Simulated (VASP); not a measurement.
A run of VASP 6.6.1 is set up as follows.

File INCAR:

```
ALGO = Normal
EDIFF = 1E-6
ENCUT = 520
GGA = PE
ISIF = 2
ISMEAR = 0
LASPH = T
LCHARG = F
LREAL = F
LWAVE = F
NBANDS = 32
NELM = 60
PREC = Accurate
SIGMA = 0.1
```

File KPOINTS:

```
k-points
0
Gamma
  6 6 12
```

POSCAR

```
RbTa2As3
1.0
    7.0973763151      0.0000000000      0.0000000000
   -3.5486881576      6.1465081891      0.0000000000
    0.0000000000      0.0000000000      3.2859707364
Rb Ta As
1 2 3
Direct
    0.0000000000      0.0000000000      0.0000000000
    0.6666666667      0.3333333333      0.0000000000
    0.3333333333      0.6666666667      0.0000000000
    0.5000000000      0.0000000000      0.5000000000
    0.5000000000      0.5000000000      0.5000000000
    0.0000000000      0.5000000000      0.5000000000
```

Potentials or basis: VASP PAW PBE potentials, release 64 (Rb_sv, Ta_pv, As).

Run with:

```sh
$ cat potpaw_PBE.64/Rb_sv/POTCAR potpaw_PBE.64/Ta_pv/POTCAR potpaw_PBE.64/As/POTCAR > POTCAR
$ mpirun -np 1 vasp_std > vasp.out
```

Question: Predict the pressure.

Answer: 0.2 GPa.

Question: Estimate the band gap on the k mesh.

Answer: Zero (bands 23 and 24 overlap by 1.34 eV).

Caveat: spin-orbit coupling is left out, which moves the levels of the heavy elements.
